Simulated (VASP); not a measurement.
# Ga4AsN3 (Pm-3m) in VASP: notebook, part 2 of 2

VASP 6.6.1. The steps go on from the part before.

## (3) Single point, PBE

This run uses another cell than the first one, of 12.56 Å³/atom.

Contents of INCAR:

```
SYSTEM = Ga4AsN3
  PREC = Accurate
  ENCUT = 520
  EDIFF = 1E-6
  ISMEAR = 0
  SIGMA = 0.1
  LREAL = .False.
  LASPH = .True.
  NELM = 100
  ALGO = Normal
  ISIF = 2
  LWAVE = .False.
  LCHARG = .False.
  GGA = PE
  NBANDS = 46
```

Contents of KPOINTS:

```
Automatic mesh
0
Gamma
  8 8 8
  0 0 0
```

Contents of POSCAR:

```
Ga4AsN3
1.0
    4.6492613962      0.0000000000      0.0000000000
    0.0000000000      4.6492613962      0.0000000000
    0.0000000000      0.0000000000      4.6492613962
Ga As N
4 1 3
Direct
    0.0000000000      0.5000000000      0.0000000000
    0.5000000000      0.5000000000      0.5000000000
    0.0000000000      0.0000000000      0.5000000000
    0.5000000000      0.0000000000      0.0000000000
    0.0000000000      0.0000000000      0.0000000000
    0.5000000000      0.0000000000      0.5000000000
    0.5000000000      0.5000000000      0.0000000000
    0.0000000000      0.5000000000      0.5000000000
```

Potentials or basis: VASP PAW PBE potentials, release 64 (Ga_d, As, N).

On the command line:

```sh
$ cat potpaw_PBE.64/Ga_d/POTCAR potpaw_PBE.64/As/POTCAR potpaw_PBE.64/N/POTCAR > POTCAR
$ mpirun -np 1 vasp_std > vasp.out
```

Wall time 89 s (1 thread of Intel Xeon 6975P-C (Granite Rapids), shared host); peak memory 0.28 GiB.

It converged, with:

* Free energy: -37.1698 eV
* Pressure: 0.4 GPa
* Band gap on the k mesh: zero (bands 36 and 37 overlap by 1.06 eV)

Levels at points of the mesh, in eV from the Fermi level:
| k point | band 34 | band 35 | band 36 | band 37 | band 38 | band 39 |
| --- | --- | --- | --- | --- | --- | --- |
| (0.00, 0.00, 0.00) | -2.22 | -2.22 | -1.05 | -0.32 | -0.32 | -0.32 |
| (0.50, 0.00, 0.00) | -1.57 | -1.51 | -1.51 | 1.80 | 2.34 | 2.50 |
| (0.50, 0.50, 0.00) | -0.52 | -0.11 | -0.11 | 3.13 | 3.51 | 4.30 |
| (0.50, 0.50, 0.50) | 0.39 | 0.39 | 0.39 | 2.50 | 2.50 | 2.50 |

## (4) Relaxation of cell and atoms, PBE

This run uses another cell than the first one, of 12.58 Å³/atom.

Contents of INCAR:

```
PREC = Accurate
ENCUT = 600
EDIFF = 1E-6
ISMEAR = 0
SIGMA = 0.1
LREAL = F
LASPH = T
NELM = 100
ALGO = Normal
ISIF = 3
LWAVE = F
LCHARG = F
GGA = PE
IBRION = 2
NSW = 100
EDIFFG = -0.01
```

Contents of KPOINTS:

```
regular mesh
0
Gamma
  8 8 8
```

Edit POSCAR of step 3 so:

```diff
@@ -2,5 +2,5 @@
 1.0
-    4.6492613962      0.0000000000      0.0000000000
-    0.0000000000      4.6492613962      0.0000000000
-    0.0000000000      0.0000000000      4.6492613962
+    4.6510545133      0.0000000000      0.0000000000
+    0.0000000000      4.6510545133      0.0000000000
+    0.0000000000      0.0000000000      4.6510545133
 Ga As N
```

Potentials or basis: VASP PAW PBE potentials, release 64 (Ga_d, As, N).

On the command line:

```sh
$ cat potpaw_PBE.64/Ga_d/POTCAR potpaw_PBE.64/As/POTCAR potpaw_PBE.64/N/POTCAR > POTCAR
$ mpirun -np 1 vasp_std > vasp.out
```

OUTCAR:

```text
PREC = Accurate
   ENCUT = 600
   EDIFF = 1E-6
   ISMEAR = 0
   LREAL = F
   LASPH = T
   NELM = 100
   ISIF = 3
   GGA = PE
   IBRION = 2
   NSW = 100
   EDIFFG = -0.01

 ion  position               nearest neighbor table
   1  0.000  0.500  0.000-   5 2.33   7 2.33   8 2.33   8 2.33   5 2.33   7 2.33
   2  0.500  0.500  0.500-   6 2.33   7 2.33   8 2.33   7 2.33   6 2.33   8 2.33
   3  0.000  0.000  0.500-   5 2.33   6 2.33   8 2.33   5 2.33   8 2.33   6 2.33
[... 1322 lines left out ...]
  Total        0.0623760      0.0623760      0.0623760     -0.0000000      0.0000000     -0.0000000
  in kB        0.9932844      0.9932844      0.9932844     -0.0000000      0.0000000     -0.0000000
  external PRESSURE =       0.9932844 kB  Pullay stress =       0.0000000 kB

 VOLUME and BASIS-vectors are now :
 -----------------------------------------------------------------------------
  energy-cutoff  :      600.00
  volume of cell :      100.61
      direct lattice vectors                 reciprocal lattice vectors
     4.651054513  0.000000000  0.000000000     0.215005005  0.000000000  0.000000000
     0.000000000  4.651054513  0.000000000     0.000000000  0.215005005  0.000000000
     0.000000000  0.000000000  4.651054513     0.000000000  0.000000000  0.215005005

 POSITION                                       TOTAL-FORCE (eV/Angst)
 -----------------------------------------------------------------------------------
      0.00000      2.32553      0.00000         0.000000      0.000000      0.000000
      2.32553      2.32553      2.32553         0.000000      0.000000      0.000000
      0.00000      0.00000      2.32553         0.000000      0.000000      0.000000
      2.32553      0.00000      0.00000         0.000000      0.000000      0.000000
      0.00000      0.00000      0.00000         0.000000      0.000000      0.000000
      2.32553      0.00000      2.32553         0.000000      0.000000      0.000000
      2.32553      2.32553      0.00000         0.000000      0.000000      0.000000
      0.00000      2.32553      2.32553         0.000000      0.000000      0.000000
 -----------------------------------------------------------------------------------
    total drift:                               -0.000000      0.000000     -0.000000

  FREE ENERGIE OF THE ION-ELECTRON SYSTEM (eV)
  ---------------------------------------------------
  free  energy   TOTEN  =       -37.1740724587 eV

  energy  without entropy=      -37.1573953744  energy(sigma->0) =      -37.16573392

 reached required accuracy - stopping structural energy minimisation
```

Wall time 1.7 min (1 thread of Intel Xeon 6975P-C (Granite Rapids), shared host); peak memory 0.33 GiB.

Results:

- Free energy: -37.1741 eV
- Pressure after relaxing: 0.1 GPa
- Band gap on the k mesh: zero (bands 36 and 37 overlap by 1.06 eV)

Final structure:
```
Ga As N
1.0
     4.65105    0.00000    0.00000
     0.00000    4.65105    0.00000
     0.00000    0.00000    4.65105
Ga As N
4 1 3
Direct
  0.00000 0.50000 0.00000
  0.50000 0.50000 0.50000
  0.00000 0.00000 0.50000
  0.50000 0.00000 0.00000
  0.00000 0.00000 0.00000
  0.50000 0.00000 0.50000
  0.50000 0.50000 0.00000
  0.00000 0.50000 0.50000
```

Levels at points of the mesh, in eV from the Fermi level:
| k point | band 33 | band 34 | band 35 | band 36 | band 37 | band 38 | band 39 | band 40 |
| --- | --- | --- | --- | --- | --- | --- | --- | --- |
| (0.00, 0.00, 0.00) | -2.52 | -2.22 | -2.22 | -1.06 | -0.31 | -0.31 | -0.31 | 1.65 |
| (0.50, 0.00, 0.00) | -1.56 | -1.56 | -1.51 | -1.51 | 1.80 | 2.34 | 2.49 | 4.28 |
| (0.50, 0.50, 0.00) | -0.66 | -0.52 | -0.11 | -0.11 | 3.13 | 3.51 | 4.30 | 4.30 |
| (0.50, 0.50, 0.50) | -0.39 | 0.39 | 0.39 | 0.39 | 2.49 | 2.49 | 2.49 | 4.65 |

Caveat: the relaxation stopped at its first step, so nothing moved.

## (5) Summary

```tsv
task	cell	k mesh	cutoff (eV)	gap on the mesh (eV)	pressure (GPa)
single point	a = 5.052 Å, 8 atoms	4 × 4 × 4	520	none	-17.4
single point	a = 4.649 Å, 8 atoms	8 × 8 × 8	520	none	0.4
relaxation of cell and atoms	relaxed from a = 4.651 Å, 8 atoms	8 × 8 × 8	600	none	0.1
```

Alike in all rows: level PBE; potentials or basis VASP PAW PBE potentials, release 64 (Ga_d, As, N); no spin polarisation; smearing gaussian 0.1 eV.

Caveats: the cell stands under tension (at least some runs); semilocal functionals underestimate gaps, so a narrow gap can read as zero (at least some runs); the relaxation stopped at its first step, so nothing moved (at least some runs).

Absolute energies hang on the potentials; compare differences alone.
